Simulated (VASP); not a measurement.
Set up this calculation in VASP 6.6.1, as the native input.

* Task: single point
* Functional: PBE
* Potentials or basis: VASP PAW PBE potentials, release 64 (Li_sv, F)
* Cutoff: 520 eV
* k mesh: 9 × 9 × 6
* Occupations: gaussian, width 0.05 eV
* Spin: no spin polarisation
* Dipole correction: no
* Further INCAR settings: ALGO = Normal; EDIFF = 1e-07; NBANDS = 18

The structure of LiF lies in POSCAR:

```
LiF
1.0
    3.0932795901      0.0000000000      0.0000000000
   -1.5466397950      2.6788587060      0.0000000000
    0.0000000000      0.0000000000      5.0058543606
Li F
2 2
Direct
    0.3333333333      0.6666666667      0.4218720114
    0.6666666667      0.3333333333      0.9218720114
    0.3333333333      0.6666666667      0.9939266766
    0.6666666667      0.3333333333      0.4939266766
```

This cell differs from its parent crystal: atoms shifted along a free coordinate, c/a of the conventional cell at fixed volume 1.6183.

The input as run:

INCAR

```
SYSTEM = LiF
PREC = Accurate
ENCUT = 520
EDIFF = 1E-7
ISMEAR = 0
SIGMA = 0.05
LREAL = .FALSE.
LASPH = .TRUE.
NELM = 80
ALGO = Normal
ISIF = 2
LWAVE = .FALSE.
LCHARG = .FALSE.
GGA = PE
NBANDS = 18
```

KPOINTS

```
regular mesh
0
G
  9 9 6
  0 0 0
```

Potentials or basis: VASP PAW PBE potentials, release 64 (Li_sv, F).

Command:

```console
$ cat potpaw_PBE.64/Li_sv/POTCAR potpaw_PBE.64/F/POTCAR > POTCAR
$ mpirun -np 1 vasp_std > vasp.out
```

Results of the run:

```
Largest force          : 0.306 eV/Å
Band gap on the k mesh : 7.44 eV
```

Caveat: an odd mesh through Γ misses points on the zone boundary, where band edges can lie.

It took 20 s on 1 thread of Intel(R) Xeon(R) Platinum 8488C (Sapphire Rapids) (shared host), peak memory 0.16 GiB.
